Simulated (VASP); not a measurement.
## Ti3SiN4: single point with PBE

System: Ti3SiN4, a slab with vacuum.

```xyz
8
Lattice="3.0029 0.0000 0.0000 -1.5014 2.6005 0.0000 0.0000 0.0000 22.6234" Properties=species:S:1:pos:R:3 pbc="T T T"
N     0.0000    1.7337    4.0000
N     0.0000    0.0000    6.4518
N     1.5014    0.8668    8.8166
N     0.0000    1.7337   11.1234
Ti    1.5014    0.8668    5.2259
Ti    0.0000    1.7337    7.6957
Ti    0.0000    0.0000   10.3505
Si   -0.2502    2.1671   12.9211
```

```json
{
  "Program": "VASP 6.6.1",
  "Task": "single point",
  "Functional": "PBE",
  "Potentials or basis": "VASP PAW PBE potentials, release 64 (N, Ti_sv, Si)",
  "Cutoff": "520 eV",
  "k mesh": "9 × 9 × 1",
  "Occupations": "gaussian, width 0.1 eV",
  "Spin": "no spin polarisation",
  "Dipole correction": "yes",
  "Further INCAR settings": "ALGO = Normal; EDIFF = 1e-06; NBANDS = 40"
}
```

| Property | Result |
| --- | --- |
| Largest force | 5.611 eV/Å |
| Band gap on the k mesh | zero (bands 30 and 31 overlap by 1.20 eV) |

Forces on the atoms (eV/Å):
```
N    0.002 -0.001  4.330
N    0.005 -0.002  1.223
N   -0.033  0.049  1.461
N   -0.324  0.628  2.694
Ti   0.002 -0.003 -5.611
Ti  -0.011  0.000 -0.372
Ti   0.001 -0.018 -3.739
Si   0.358 -0.653  0.014
```

Levels at points of the mesh, in eV from the Fermi level:
```tsv
k point	band 27	band 28	band 29	band 30	band 31	band 32	band 33	band 34
(0.00, 0.00, 0.00)	-0.84	0.02	0.02	0.21	0.23	0.80	0.86	0.90
```

It took 9.2 min on 1 thread of Intel(R) Xeon(R) Platinum 8488C (Sapphire Rapids), on a shared host, peak memory 0.45 GiB.
